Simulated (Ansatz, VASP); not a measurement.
# Two plane-wave programs on BaTiO3

INCAR

```
SYSTEM = BaTiO3
PREC     = Accurate       ! precision mode
ENCUT    = 520            ! plane-wave cutoff, eV
EDIFF    = 1E-7           ! SCF threshold, eV
ISMEAR   = 0              ! smearing method
SIGMA    = 0.01           ! smearing width, eV
LREAL    = .FALSE.        ! projectors in reciprocal space
LASPH    = .TRUE.         ! aspherical terms in the spheres
NELM     = 150            ! most SCF steps
ALGO     = Normal         ! electronic algorithm
ISIF     = 2              ! what is computed and relaxed
LWAVE    = .FALSE.        ! write WAVECAR
LCHARG   = .TRUE.         ! write CHGCAR
LMAXMIX  = 4              ! l up to which the mixer works
LDAU     = .TRUE.         ! DFT+U
LDAUTYPE = 2            
LDAUL    = -1 2 -1        ! shell
LDAUU    = 0 1.5 0        ! U, eV
LDAUJ    = 0 0 0        
LDAUPRINT= 1            
GGA      = PS             ! functional
LELF     = .TRUE.         ! ELF
LVHAR    = .TRUE.       
NBANDS   = 28             ! bands
```

The input KPOINTS:

```
Automatic mesh
0
G
  4 4 4
  0 0 0
```

POSCAR

```
BaTiO3
1.0
    3.9855000000      0.0000000000      0.0000000000
    0.0000000000      2.8369000000      2.8451500000
    0.0000000000     -2.8369000000      2.8451500000
Ba Ti O
1 1 3
Direct
    0.0000000000      0.0000000000      0.0000000000
    0.5000000000      0.5124000000      0.5124000000
    0.0000000000      0.4874000000      0.4874000000
    0.5000000000      0.5052400000      0.9918400000
    0.5000000000      0.9918400000      0.5052400000
```

Input for Ansatz:

```yaml
crystal:
  lattice:
    - [3.9855, 0.0, 0.0]
    - [0.0, 2.8369, 2.84515]
    - [0.0, -2.8369, 2.84515]
  atoms:
    - { symbol: Ba, position: [0.0, 0.0, 0.0] }
    - { symbol: Ti, position: [0.5, 0.5124, 0.5124] }
    - { symbol: O, position: [0.0, 0.4874, 0.4874] }
    - { symbol: O, position: [0.5, 0.50524, 0.99184] }
    - { symbol: O, position: [0.5, 0.99184, 0.50524] }
basis:
  ecutwfc: 517.016338673772
kpoints:
  mp_grid:
    grid: [4, 4, 4]
    shift: [0.0, 0.0, 0.0]
hamiltonian:
  xc: pbesol
  hubbard:
    - { species: Ti, l: d, u_eff: 1.5 }
scf:
  occupations:
    method: fixed
output:
  eigenvalues: true
```

Alike in both runs: task single point; functional PBEsol; k mesh 4 × 4 × 4; no spin polarisation; Hubbard terms Ti d U = 1.5 eV.

```csv
,VASP,Ansatz
version,VASP 6.6.1,Ansatz 0.2.0
potentials or method,"VASP PAW PBE potentials, release 64 (Ba_sv, Ti_sv, O), cutoff 520 eV","plane waves, PAW"
occupations,"gaussian, width 0.01 eV",fixed
valence electrons in the cell,40,40
```

|  | VASP | Ansatz | Ansatz less VASP |
| --- | --- | --- | --- |
| gap on the k mesh at the Fermi level (eV) | 1.95 | 2.01 | +0.051 |

VASP's potentials were made for PBE, not for PBEsol. The programs project onto different local orbitals, so the same U acts differently, and such runs can settle in different states.

Spin-orbit coupling is off throughout.
